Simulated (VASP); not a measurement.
# ZnCu (Pm-3m) in VASP: notebook

The runs below take ZnCu through band structure, single point, with LDA.

All numbers are computed with VASP 6.6.1; they aren't measurements. Logs are shortened: lines on timing, memory, paths and dates and some standing lists are left out, and cuts for length are marked.

**1. The cell of the first run**

The structure is cubic, space group Pm-3m (No. 221). The conventional cell has a = 2.945 Å, b = 2.945 Å, c = 2.945 Å, α = 90.00°, β = 90.00°, γ = 90.00°. Zn (site symmetry m-3m) has 8 Cu at 2.55 Å and 6 Zn at 2.94 Å within 3.4 Å. Within 3.4 Å of Cu (site symmetry m-3m) lie 8 Zn at 2.55 Å and 6 Cu at 2.94 Å.

**2. Band structure, LDA**

Input file INCAR:

```
SYSTEM = ZnCu
GGA = CA
ISMEAR = 0
SIGMA = 0.04
LWAVE = .False.
LCHARG = .False.
NBANDS = 37
PREC = Accurate
LASPH = .True.
LREAL = .False.
ALGO = Normal
EDIFF = 1E-7
NELM = 120
GGA_COMPAT = .False.
ENCUT = 590
LMAXMIX = 4
```

Input file KPOINTS:

```
Automatic mesh
0
Gamma
  21 21 21
  0 0 0
```

Input file KPOINTS_OPT:

```
path GXMGRX,MR
12
line-mode
reciprocal
 0.0000000000  0.0000000000  0.0000000000  G
 0.0000000000  0.5000000000  0.0000000000  X

 0.0000000000  0.5000000000  0.0000000000  X
 0.5000000000  0.5000000000  0.0000000000  M

 0.5000000000  0.5000000000  0.0000000000  M
 0.0000000000  0.0000000000  0.0000000000  G

 0.0000000000  0.0000000000  0.0000000000  G
 0.5000000000  0.5000000000  0.5000000000  R

 0.5000000000  0.5000000000  0.5000000000  R
 0.0000000000  0.5000000000  0.0000000000  X

 0.5000000000  0.5000000000  0.0000000000  M
 0.5000000000  0.5000000000  0.5000000000  R
```

Input file POSCAR:

```
ZnCu
1.0
    2.9450000000      0.0000000000      0.0000000000
    0.0000000000      2.9450000000      0.0000000000
    0.0000000000      0.0000000000      2.9450000000
Zn Cu
1 1
Direct
    0.5000000000      0.5000000000      0.5000000000
    0.0000000000      0.0000000000      0.0000000000
```

Potentials or basis: VASP PAW LDA potentials, release 64 (Zn, Cu).

Started as:

```console
> cat potpaw_LDA.64/Zn/POTCAR potpaw_LDA.64/Cu/POTCAR > POTCAR
> mpirun -np 1 vasp_std > vasp.out
```

OUTCAR:

```text
SYSTEM = ZnCu
   GGA = CA
   ISMEAR = 0
   PREC = Accurate
   LASPH = .True.
   LREAL = .False.
   EDIFF = 1E-7
   NELM = 120
   ENCUT = 590

 ion  position               nearest neighbor table
   1  0.500  0.500  0.500-   2 2.55   2 2.55   2 2.55   2 2.55   2 2.55   2 2.55   2 2.55   2 2.55

   2  0.000  0.000  0.000-   1 2.55   1 2.55   1 2.55   1 2.55   1 2.55   1 2.55   1 2.55   1 2.55

  LATTYP: Found a simple cubic cell.
 ALAT       =     2.9450000000

  Lattice vectors:

 A1 = (   2.9450000000,   0.0000000000,   0.0000000000)
 A2 = (   0.0000000000,   2.9450000000,   0.0000000000)
 A3 = (   0.0000000000,   0.0000000000,   2.9450000000)

Analysis of symmetry for initial positions (statically):
=====================================================================
 Subroutine PRICEL returns:
 Original cell was already a primitive cell.

 Routine SETGRP: Setting up the symmetry group for a
 simple cubic supercell.

 Subroutine GETGRP returns: Found 48 space group operations
 (whereof 48 operations were pure point group operations)
 out of a pool of 48 trial point group operations.

The static configuration has the point symmetry O_h .

Analysis of symmetry for dynamics (positions and initial velocities):
=====================================================================
 Subroutine PRICEL returns:
 Original cell was already a primitive cell.

 Routine SETGRP: Setting up the symmetry group for a
 simple cubic supercell.

 Subroutine GETGRP returns: Found 48 space group operations
 (whereof 48 operations were pure point group operations)
 out of a pool of 48 trial point group operations.

The dynamic configuration has the point symmetry O_h .

 Subroutine INISYM returns: Found 48 space group operations
 (whereof 48 operations are pure point group operations),
 and found     1 'primitive' translations

----------------------------------------------------------------------------------------

                                     Primitive cell

  volume of cell :      25.5421

  direct lattice vectors                    reciprocal lattice vectors
     2.945000000  0.000000000  0.000000000     0.339558574  0.000000000  0.000000000
     0.000000000  2.945000000  0.000000000     0.000000000  0.339558574  0.000000000
     0.000000000  0.000000000  2.945000000     0.000000000  0.000000000  0.339558574

  length of vectors
     2.945000000  2.945000000  2.945000000     0.339558574  0.339558574  0.339558574

  position of ions in fractional coordinates (direct lattice)
     0.500000000  0.500000000  0.500000000
     0.000000000  0.000000000  0.000000000

  ion indices of the primitive-cell ions
   primitive index   ion index
                 1           1
                 2           2

----------------------------------------------------------------------------------------

 KPOINTS: Automatic mesh

Automatic generation of k-mesh.
 Grid dimensions read from file:
 generate k-points for:   21   21   21

 Generating k-lattice:

  Cartesian coordinates                     Fractional coordinates (reciprocal lattice)
     0.016169456  0.000000000  0.000000000     0.047619048  0.000000000  0.000000000
     0.000000000  0.016169456  0.000000000     0.000000000  0.047619048  0.000000000
     0.000000000  0.000000000  0.016169456     0.000000000  0.000000000  0.047619048

  Length of vectors
     0.016169456  0.016169456  0.016169456

  Shift w.r.t. Gamma in fractional coordinates (k-lattice)
     0.000000000  0.000000000  0.000000000

 Subroutine IBZKPT returns following result:
 ===========================================

 Found    286 irreducible k-points:

 Following reciprocal coordinates:
            Coordinates               Weight
  0.000000  0.000000  0.000000      1.000000
  0.047619  0.000000  0.000000      6.000000
  0.095238  0.000000  0.000000      6.000000
  0.142857  0.000000  0.000000      6.000000
  0.190476  0.000000  0.000000      6.000000
  0.238095  0.000000  0.000000      6.000000
[... 16 lines left out ...]
  0.142857  0.095238  0.000000     24.000000
  0.190476  0.095238  0.000000     24.000000
 [... further k-points ...]
   k-points           NKPTS =    286   k-points in BZ     NKDIM =    286   number of bands    NBANDS=     37
   number of dos      NEDOS =    301   number of ions     NIONS =      2
   total plane-waves  NPLWV =  13824
   dimension x,y,z NGX =    24 NGY =   24 NGZ =   24
   dimension x,y,z NGXF=    48 NGYF=   48 NGZF=   48
   ions per type =               1   1
   NGX,Y,Z   is equivalent  to a cutoff of  13.55, 13.55, 13.55 a.u.
   NGXF,Y,Z  is equivalent  to a cutoff of  27.10, 27.10, 27.10 a.u.
 SYSTEM =  ZnCu
   PREC   = accura    normal or accurate (medium, high low for compatibility)
   ISTART =      0    job   : 0-new  1-cont  2-samecut
   ICHARG =      2    charge: 1-file 2-atom 10-const
   ISPIN  =      1    spin polarized calculation?
   LNONCOLLINEAR =      F non collinear calculations
   LSORBIT =      F    spin-orbit coupling
   LASPH  =      T    aspherical Exc in radial PAW
   ENCUT  =  590.0 eV  43.36 Ry    6.59 a.u.   5.83  5.83  5.83*2*pi/ulx,y,z
   NELM   =    120;   NELMIN=  2; NELMDL= -5     # of ELM steps
   EDIFF  = 0.1E-06   stopping-criterion for ELM
   LREAL  =      F    real-space projection
   EDIFFG = 0.1E-05   stopping-criterion for IOM
   NSW    =      0    number of steps for IOM
   IBRION =     -1    ionic relax: 0-MD 1-quasi-New 2-CG
   NFREE  =      0    steps in history (QN), initial steepest desc. (CG)
   ISIF   =      2    stress and relaxation
   ISYM   =      2    0-nonsym 1-usesym 2-fastsym
   POTIM  = 0.5000    time-step for ionic-motion
   TEBEG  =    0.0;   TEEND  =   0.0 temperature during run

   SCALEE = 1.0000    scale energy and forces
   PSTRESS=    0.0 pullay stress
   NELECT =      23.0000    total number of electrons
   NUPDOWN=      -1.0000    fix difference up-down
   EMIN   =  10.00;   EMAX   =-10.00  energy-range for DOS
   EFERMI =   0.00;   METHOD = LEGACY
   ISMEAR =     0;   SIGMA  =   0.04  broadening in eV -4-tet -1-fermi 0-gaus
   EFERMI_NEDOS =   21; number of points for ismear=-14 and -15
   IALGO  =     38    algorithm
   IMIX   =      4    mixing-type and parameters
     AMIX     =   0.40;   BMIX     =  1.00
     AMIX_MAG =   1.60;   BMIX_MAG =  1.00
  volume/ion in A,a.u.               =      12.77        86.18
  Fermi-wavevector in a.u.,A,eV,Ry     =   1.580880  2.987429 34.003415  2.499180
  Thomas-Fermi vector in A             =   2.681040
   LORBIT       =      0    0 simple, 1 ext, 2 COOP (PROOUT), +10 PAW based schemes
   GGA     = CA    functional components
   LHFCALC =     F    Hartree Fock is set to
   AEXX    =    0.0000 exact exchange contribution
   IVDW    =     0    specifies the selected vdW correction
   LEPSILON=     F    determine dielectric tensor
   LRPA    =     F    only Hartree local field effects (RPA)

   CSHIFT  =0.1000    complex shift for real part using Kramers Kronig

   OMEGAMAX=  -1.0    maximum frequency
 non-spin polarized calculation
 Gauss-broadening in eV      SIGMA  =   0.04
  energy-cutoff  :      590.00
  volume of cell :       25.54
 maximum number of plane-waves:       858
 NGX is ok and might be reduce to    24
   NGX = 11   NGY = 11   NGZ = 11

 number of electron      23.0000000 magnetization

 Free energy of the ion-electron system (eV)
  ---------------------------------------------------
  ext. energy  EPLUGINS =         0.00000000
  ---------------------------------------------------
  free energy    TOTEN  =        -6.74088976 eV

  energy without entropy =       -6.74043016  energy(sigma->0) =       -6.74065996

 E-fermi :   5.3400     XC(G=0): -12.7606

 val. band max:        5.3283410530   @ k =   0.3810   0.3333   0.1429
 cond. band min:       5.3650358455   @ k =   0.3333   0.2381   0.0476
 fundamental gap:      0.0366947925
 Fermi energy:         5.3400253918

 k-point     1 :       0.0000    0.0000    0.0000
  band No.  band energies     occupation
      1      -5.0312      2.00000
      2      -2.6025      2.00000
      3      -2.6025      2.00000
      4      -1.9189      2.00000
      5      -1.9189      2.00000
      6      -1.9189      2.00000
[... 15 lines left out ...]
     22      29.6650      0.00000
     23      29.6650      0.00000

 k-point     2 :       0.0476    0.0000    0.0000
  band No.  band energies     occupation
      1      -4.9901      2.00000
      2      -2.5978      2.00000
      3      -2.5936      2.00000
      4      -1.9225      2.00000
      5      -1.9225      2.00000
      6      -1.9170      2.00000
[... 15 lines left out ...]
     22      29.3652      0.00000
     23      29.3652      0.00000

 k-point     3 :       0.0952    0.0000    0.0000
  band No.  band energies     occupation
      1      -4.8673      2.00000
      2      -2.5840      2.00000
      3      -2.5671      2.00000
      4      -1.9331      2.00000
      5      -1.9331      2.00000
      6      -1.9117      2.00000
[... 15 lines left out ...]
     22      29.3864      0.00000
     23      29.3864      0.00000

 k-point     4 :       0.1429    0.0000    0.0000
  band No.  band energies     occupation
      1      -4.6647      2.00000
      2      -2.5621      2.00000
      3      -2.5239      2.00000
      4      -1.9497      2.00000
      5      -1.9497      2.00000
      6      -1.9032      2.00000
[... 15 lines left out ...]
     22      29.6157      0.00000
     23      29.6157      0.00000

 k-point     5 :       0.1905    0.0000    0.0000
  band No.  band energies     occupation
      1      -4.3863      2.00000
      2      -2.5341      2.00000
      3      -2.4647      2.00000
      4      -1.9708      2.00000
      5      -1.9708      2.00000
      6      -1.8925      2.00000
[... 434 lines left out ...]
 k-point    22 :       0.0952    0.0952    0.0000
  band No.  band energies     occupation
      1      -4.7051      2.00000
      2      -2.5587      2.00000
      3      -2.5395      2.00000
      4      -1.9476      2.00000
      5      -1.9403      2.00000
      6      -1.9144      2.00000
[... 15 lines left out ...]
     22      28.6307      0.00000
     23      29.5870      0.00000

 k-point    23 :       0.1429    0.0952    0.0000
  band No.  band energies     occupation
      1      -4.5051      2.00000
      2      -2.5360      2.00000
      3      -2.4988      2.00000
      4      -1.9640      2.00000
      5      -1.9550      2.00000
      6      -1.9113      2.00000
[... 15 lines left out ...]
     22      28.3783      0.00000
     23      29.4463      0.00000

 k-point    24 :       0.1905    0.0952    0.0000
  band No.  band energies     occupation
      1      -4.2309      2.00000
      2      -2.5088      2.00000
      3      -2.4412      2.00000
      4      -1.9833      2.00000
      5      -1.9759      2.00000
      6      -1.9050      2.00000
[... 15 lines left out ...]
     22      28.0891      0.00000
     23      29.3825      0.00000

 [... further k-points ...]

 [bands above 23 left out]

------------------------ aborting loop because EDIFF is reached ----------------------------------------

  FORCE on cell =-STRESS in cart. coord.  units (eV):
  Direction    XX          YY          ZZ          XY          YZ          ZX
  --------------------------------------------------------------------------------------
  -------------------------------------------------------------------------------------
  Total       -1.4474722     -1.4474722     -1.4474722     -0.0000000     -0.0000000     -0.0000000
  in kB      -90.7956223    -90.7956223    -90.7956223     -0.0000000     -0.0000000     -0.0000000
  external PRESSURE =     -90.7956223 kB  Pullay stress =       0.0000000 kB

 VOLUME and BASIS-vectors are now :
 -----------------------------------------------------------------------------
  energy-cutoff  :      590.00
  volume of cell :       25.54
      direct lattice vectors                 reciprocal lattice vectors
     2.945000000  0.000000000  0.000000000     0.339558574  0.000000000  0.000000000
     0.000000000  2.945000000  0.000000000     0.000000000  0.339558574  0.000000000
     0.000000000  0.000000000  2.945000000     0.000000000  0.000000000  0.339558574

 POSITION                                       TOTAL-FORCE (eV/Angst)
 -----------------------------------------------------------------------------------
      1.47250      1.47250      1.47250         0.000000      0.000000      0.000000
      0.00000      0.00000      0.00000         0.000000      0.000000      0.000000
 -----------------------------------------------------------------------------------
    total drift:                                0.000000      0.000000     -0.000000

  FREE ENERGIE OF THE ION-ELECTRON SYSTEM (eV)
  ---------------------------------------------------
  free  energy   TOTEN  =        -6.7408897608 eV

  energy  without entropy=       -6.7404301592  energy(sigma->0) =       -6.74065996
```

Wall time 84 s (1 thread of Intel Xeon 6975P-C (Granite Rapids), shared host); peak memory 0.49 GiB.

Results:

```yaml
Free_energy: -6.7409 eV
Pressure: -9.1 GPa
Band_gap_along_the_path: zero within the smearing
```

Levels at the corners of the path, in eV from the Fermi level:
| point | band 7 | band 8 | band 9 | band 10 | band 11 | band 12 | band 13 | band 14 | band 15 | band 16 |
| --- | --- | --- | --- | --- | --- | --- | --- | --- | --- | --- |
| Γ | -3.65 | -3.65 | -2.82 | -2.82 | -2.82 | 6.13 | 6.13 | 6.13 | 11.35 | 11.35 |
| X | -5.22 | -3.76 | -3.36 | -3.36 | -2.89 | -2.08 | 11.60 | 11.60 | 12.26 | 12.26 |
| X | -5.22 | -3.76 | -3.36 | -3.36 | -2.89 | -2.08 | 11.60 | 11.60 | 12.26 | 12.26 |
| M | -3.45 | -2.96 | -2.96 | -2.57 | -1.90 | -1.90 | 1.67 | 2.04 | 13.74 | 15.49 |
| M | -3.45 | -2.96 | -2.96 | -2.57 | -1.90 | -1.90 | 1.67 | 2.04 | 13.74 | 15.49 |
| Γ | -3.65 | -3.65 | -2.82 | -2.82 | -2.82 | 6.13 | 6.13 | 6.13 | 11.35 | 11.35 |
| Γ | -3.65 | -3.65 | -2.82 | -2.82 | -2.82 | 6.13 | 6.13 | 6.13 | 11.35 | 11.35 |
| R | -4.37 | -4.37 | -2.55 | -2.55 | 3.67 | 4.34 | 4.34 | 4.34 | 4.49 | 4.49 |
| R | -4.37 | -4.37 | -2.55 | -2.55 | 3.67 | 4.34 | 4.34 | 4.34 | 4.49 | 4.49 |
| X | -5.22 | -3.76 | -3.36 | -3.36 | -2.89 | -2.08 | 11.60 | 11.60 | 12.26 | 12.26 |
| M | -3.45 | -2.96 | -2.96 | -2.57 | -1.90 | -1.90 | 1.67 | 2.04 | 13.74 | 15.49 |
| R | -4.37 | -4.37 | -2.55 | -2.55 | 3.67 | 4.34 | 4.34 | 4.34 | 4.49 | 4.49 |

Caveat: the cell stands under tension.

[end of part 1 of 2]
